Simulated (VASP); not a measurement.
Input of a VASP 6.6.1 run:

The input INCAR:

```
SYSTEM = SnO
ALGO     = Normal         ! electronic algorithm
EDIFF    = 1E-6           ! SCF threshold, eV
ENCUT    = 910            ! plane-wave cutoff, eV
GGA      = PE             ! functional
GGA_COMPAT= .False.      
ISIF     = 2              ! what is computed and relaxed
ISMEAR   = 0              ! smearing method
LASPH    = .True.         ! aspherical terms in the spheres
LCHARG   = .True.         ! write CHGCAR
LELF     = .True.         ! ELF
LREAL    = .False.        ! projectors in reciprocal space
LVHAR    = .True.       
LWAVE    = .False.        ! write WAVECAR
NBANDS   = 28             ! bands
NELM     = 120            ! most SCF steps
PREC     = Accurate       ! precision mode
SIGMA    = 0.022          ! smearing width, eV
```

The input KPOINTS:

```
k-points
0
Gamma
  7 7 6
  0 0 0
```

File POSCAR:

```
SnO
1.0
    3.8136952200      0.0000000000      0.0000000000
    0.0000000000      3.8136952200      0.0000000000
    0.0000000000      0.0000000000      4.8869133000
Sn O
2 2
Direct
    0.5000000000      0.0000000000      0.7646261400
    0.0000000000      0.5000000000      0.2353738600
    0.0000000000      0.0000000000      0.0000000000
    0.5000000000      0.5000000000      0.0000000000
```

Potentials or basis: VASP PAW PBE potentials, release 64 (Sn_d, O_h).

The run is started by

```bash
$ cat potpaw_PBE.64/Sn_d/POTCAR potpaw_PBE.64/O_h/POTCAR > POTCAR
$ mpirun -np 1 vasp_std > vasp.out
```

Task: Predict the pressure.

Result: 3.7 GPa.

Task: Predict the largest force.

Result: 0.447 eV/Å.

Task: Estimate the band gap on the k mesh.

Result: 0.39 eV, indirect (least direct gap 2.05 eV).

Stress tensor (GPa, compression positive):
```
4.00 0.00 0.00
0.00 4.00 0.00
0.00 0.00 3.07
```

Caveat: the cutoff is under 1.25 times the usual one of these potentials, so pressure, stress and relaxed cells hold a basis-set (Pulay) error; spin-orbit coupling is left out, which moves the levels of the heavy elements. A k mesh can miss the band edges.
